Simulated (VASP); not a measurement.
Runs of VASP 6.6.1 on BN. The structure is that of space group F-43m (No. 216), or close to it. The cells are those of the table. 

```tsv
cell	smearing	gap on the mesh (eV)	pressure (GPa)
a = 2.566 Å, angles 60.0°, 2 atoms	gaussian 0.01 eV	4.26	-6.8
a = 2.550 Å, angles 60.0°, 2 atoms	gaussian 0.01 eV	4.28	0.6
a = 2.682 Å, angles 60.0°, 2 atoms	gaussian 0.02 eV	4.11	-44.1
a = 2.678 Å, angles 60.0°, 2 atoms	gaussian 0.02 eV	(a)	(b)
a = 2.550 Å, angles 60.0°, 2 atoms	gaussian 0.02 eV	4.28	0.6
```

Alike in all rows: level PBEsol; potentials or basis VASP PAW PBE potentials, release 64 (B, N); no spin polarisation; k mesh 12 × 12 × 12.

**Question.** Fill in the values left out.

**Answer.** (a) 4.12; (b) -43.2.

Caveats: the PAW data sets were made with another functional, which shifts forces and pressure a little; the cell stands under tension (at least some runs).

A k mesh can miss the band edges.
